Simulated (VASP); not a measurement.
# SnTe: relaxation of cell and atoms with PBE

SnTe:

```
Sn Te
1.0
     0.00000    3.14500    3.14500
     3.14500    0.00000    3.14500
     3.14500    3.14500    0.00000
Sn Te
1 1
Direct
  0.00000 0.00000 0.00000
  0.50000 0.50000 0.50000
```

| Property | Result |
| --- | --- |
| Program | VASP 6.6.1 |
| Task | relaxation of cell and atoms |
| Functional | PBE |
| Potentials or basis | VASP PAW PBE potentials, release 64 (Sn_d, Te) |
| Cutoff | 500 eV |
| k mesh | 20 × 20 × 20 |
| Occupations | gaussian, width 0.01 eV |
| Spin | no spin polarisation |
| Dipole correction | no |
| Further INCAR settings | ALGO = Normal; EDIFF = 1e-07; IBRION = 2; EDIFFG = -0.002; NSW = 80; ISIF = 3 |

```yaml
Relaxed_volume: 32.90 Å³/atom
Relaxed_cell: a = 4.531 Å, b = 4.531 Å, c = 4.531 Å, α = 60.00°, β = 60.00°, γ = 60.00°
Space_group_after_relaxing_to_0.1_Å: Fm-3m (No. 225)
Energy_gained_by_relaxing: 13.6 meV/atom
Ionic_steps: 3
Pressure_after_relaxing: 0.0 GPa
Band_gap_on_the_k_mesh: 0.05 eV
```

The path:
```csv
step,energy change (eV),largest force (eV/Å),pressure (GPa),volume (Å³)
1,0.0000,0.0000,2.57,62.21
2,-0.0254,0.0000,-0.59,66.82
3,-0.0273,0.0000,0.00,65.80
```

Final structure:
```yaml
crystal:
  lattice:
    - [0.00000, 3.20421, 3.20421]
    - [3.20421, 0.00000, 3.20421]
    - [3.20421, 3.20421, 0.00000]
  atoms:
    - { symbol: Sn, position: [0.00000, 0.00000, 0.00000] }
    - { symbol: Te, position: [0.50000, 0.50000, 0.50000] }
```

Levels at points of the mesh, in eV from the valence-band top:
```tsv
k point	band 6	band 7	band 8	band 9	band 10	band 11	band 12	band 13	band 14
(0.00, 0.00, 0.00)	-12.43	-4.86	-2.00	-2.00	-2.00	3.25	3.25	3.25	4.85
(0.50, 0.00, 0.00)	-11.28	-8.07	-1.68	-1.68	0.00	0.05	0.45	0.45	7.67
(0.50, 0.50, 0.00)	-11.02	-6.43	-5.22	-3.50	-3.50	2.38	4.69	4.69	6.02
```

Run time: 6.7 min on 1 thread of Intel Xeon 8259CL, with other jobs on the host, peak memory 0.37 GiB.

Caveat: spin-orbit coupling is left out, which moves the levels of the heavy elements. A k mesh can miss the band edges.
